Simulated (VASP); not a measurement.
Input of a VASP 6.6.1 run:

File INCAR:

```
SYSTEM = TaSi2
PREC     = Accurate       ! precision mode
ENCUT    = 500            ! plane-wave cutoff, eV
EDIFF    = 1E-6           ! SCF threshold, eV
ISMEAR   = -1             ! smearing method
SIGMA    = 0.1            ! smearing width, eV
LREAL    = .FALSE.        ! projectors in reciprocal space
LASPH    = .TRUE.         ! aspherical terms in the spheres
NELM     = 120            ! most SCF steps
ALGO     = Normal         ! electronic algorithm
ISIF     = 2              ! what is computed and relaxed
LWAVE    = .FALSE.        ! write WAVECAR
LCHARG   = .FALSE.        ! write CHGCAR
GGA      = PS             ! functional
NBANDS   = 38             ! bands
GGA_COMPAT= .FALSE.
```

File KPOINTS:

```
Automatic mesh
0
G
  6 6 4
  0 0 0
```

Contents of POSCAR:

```
TaSi2
1.0
    4.7800000000      0.0000000000      0.0000000000
   -2.3900000000      4.1396014301      0.0000000000
    0.0000000000      0.0000000000      6.5640000000
Ta Si
3 6
Direct
    0.5000000000      0.0000000000      0.5000000000
    0.5000000000      0.5000000000      0.8333330000
    0.0000000000      0.5000000000      0.1666670000
    0.1666500000      0.3333000000      0.5000000000
    0.8333500000      0.1666500000      0.8333330000
    0.6667000000      0.8333500000      0.1666670000
    0.8333500000      0.6667000000      0.5000000000
    0.1666500000      0.8333500000      0.8333330000
    0.3333000000      0.1666500000      0.1666670000
```

Potentials or basis: VASP PAW PBE potentials, release 64 (Ta_pv, Si).

Run with:

```bash
$ cat potpaw_PBE.64/Ta_pv/POTCAR potpaw_PBE.64/Si/POTCAR > POTCAR
$ mpirun -np 1 vasp_std > vasp.out
```

(1) Predict the largest force.

(2) Estimate the band gap on the k mesh.

(3) What does it give for the pressure?

Results:

(1) 0.710 eV/Å.

(2) zero (an odd number of electrons rules out a gap without spin polarisation).

(3) -0.9 GPa.

Caveat: the PAW data sets were made with another functional, which shifts forces and pressure a little; spin-orbit coupling is left out, which moves the levels of the heavy elements.
